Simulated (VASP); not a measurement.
Wanted: the native input for a VASP 6.6.1 run.

| Property | Result |
| --- | --- |
| Task | single point |
| Functional | HSE06 |
| Potentials or basis | VASP PAW PBE potentials, release 64 (Zn, S) |
| Cutoff | 520 eV |
| k mesh | 6 × 6 × 4 |
| Occupations | gaussian, width 0.01 eV |
| Spin | no spin polarisation |
| Dipole correction | no |
| Grid for exact exchange (PRECFOCK) | Normal |
| Further INCAR settings | ALGO = Normal; EDIFF = 1e-06; NBANDS = 26 |
| Share of exact exchange | 0.25 |
| Screening parameter | 0.2079 1/Å |

The system is ZnS.

```
CELL_PARAMETERS angstrom
3.78140 0.00000 0.00000
-1.89070 3.27479 0.00000
0.00000 0.00000 6.20744
ATOMIC_POSITIONS crystal
Zn 0.33333 0.66667 0.50244
Zn 0.66667 0.33333 0.00244
S 0.66667 0.33333 0.37657
S 0.33333 0.66667 0.87657
```

These files were run (other wordings do the same):

POSCAR

```
ZnS
1.0
    3.7813979448      0.0000000028      0.0000000000
   -1.8906989749      3.2747866806      0.0000000000
    0.0000000000      0.0000000000      6.2074428173
Zn S
2 2
Direct
    0.3333333333      0.6666666667      0.5024422975
    0.6666666667      0.3333333333      0.0024422975
    0.6666666667      0.3333333333      0.3765677025
    0.3333333333      0.6666666667      0.8765677025
```

INCAR.step1

```
SYSTEM = ZnS
ALGO = Normal
EDIFF = 1E-5
ENCUT = 520
GGA = PE
ISIF = 2
ISMEAR = 0
KPAR = 4
LASPH = .TRUE.
LCHARG = .FALSE.
LREAL = .FALSE.
LWAVE = .TRUE.
NBANDS = 26
NELM = 100
PREC = Accurate
SIGMA = 0.01
```

INCAR.step2

```
SYSTEM = ZnS
ALGO = Normal
EDIFF = 1E-6
ENCUT = 520
GGA = PE
HFSCREEN = 0.2079
ISIF = 2
ISMEAR = 0
ISTART = 1
KPAR = 4
LASPH = .TRUE.
LCHARG = .FALSE.
LHFCALC = .TRUE.
LREAL = .FALSE.
LWAVE = .FALSE.
NBANDS = 26
NELM = 100
PREC = Accurate
PRECFOCK = Normal
SIGMA = 0.01
```

KPOINTS

```
k-points
0
G
  6 6 4
  0 0 0
```

Potentials or basis: VASP PAW PBE potentials, release 64 (Zn, S).

Launch:

```sh
$ cat potpaw_PBE.64/Zn/POTCAR potpaw_PBE.64/S/POTCAR > POTCAR
$ cp INCAR.step1 INCAR
$ mpirun -np 4 vasp_std > vasp.out
$ cp INCAR.step2 INCAR
$ mpirun -np 4 vasp_std > vasp.out
```

It gave:

* Pressure: 3.2 GPa
* Band gap on the k mesh: 3.52 eV

Caveat: the cell stands under pressure; the PAW data sets were made with another functional, which shifts forces and pressure a little.

Run time: 41 min on 4 MPI ranks on Intel(R) Xeon(R) Platinum 8559C (Emerald Rapids) (shared host), peak memory 0.33 GiB a rank.
